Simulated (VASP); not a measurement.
Write the native input for VASP 6.6.1 that does the following.

```
Task                   : single point
Functional             : PBE
Potentials or basis    : VASP PAW PBE potentials, release 64 (B, N)
Cutoff                 : 520 eV
k mesh                 : 12 × 12 × 6
Occupations            : fermi-dirac, width 0.05 eV
Spin                   : no spin polarisation
Dipole correction      : no
Further INCAR settings : ALGO = Normal; EDIFF = 1e-06; NBANDS = 16
```

The structure of BN lies in POSCAR:

```
BN
1.0
    2.5360000000     -0.0380400000      0.0000000000
   -1.3009436000      2.2152600000      0.0000000000
    0.0000000000      0.0000000000      4.1990000000
B N
2 2
Direct
    0.6666666667      0.3333333333      0.0000000000
    0.3333333333      0.6666666667      0.5000000000
    0.6666666667      0.3333333333      0.3750000000
    0.3333333333      0.6666666667      0.8750000000
```

These files were run (other wordings do the same):

INCAR

```
SYSTEM = BN
PREC = Accurate
ENCUT = 520
EDIFF = 1E-6
ISMEAR = -1
SIGMA = 0.05
LREAL = .False.
LASPH = .True.
NELM = 60
ALGO = Normal
ISIF = 2
LWAVE = .False.
LCHARG = .True.
GGA = PE
LELF = .True.
LVHAR = .True.
NBANDS = 16
```

KPOINTS

```
Automatic mesh
0
Gamma
  12 12 6
  0 0 0
```

Potentials or basis: VASP PAW PBE potentials, release 64 (B, N).

Launch:

```console
$ cat potpaw_PBE.64/B/POTCAR potpaw_PBE.64/N/POTCAR > POTCAR
$ mpirun -np 1 vasp_std > vasp.out
```

It gave:

```
Pressure               : 8.6 GPa
Largest force          : 0.176 eV/Å
Band gap on the k mesh : 5.11 eV (least direct gap 8.00 eV)
```

Caveat: the cell stands under pressure.

Run time: 3.6 min on 1 thread of Intel Xeon 8259CL, with other jobs on the host, peak memory 0.21 GiB.
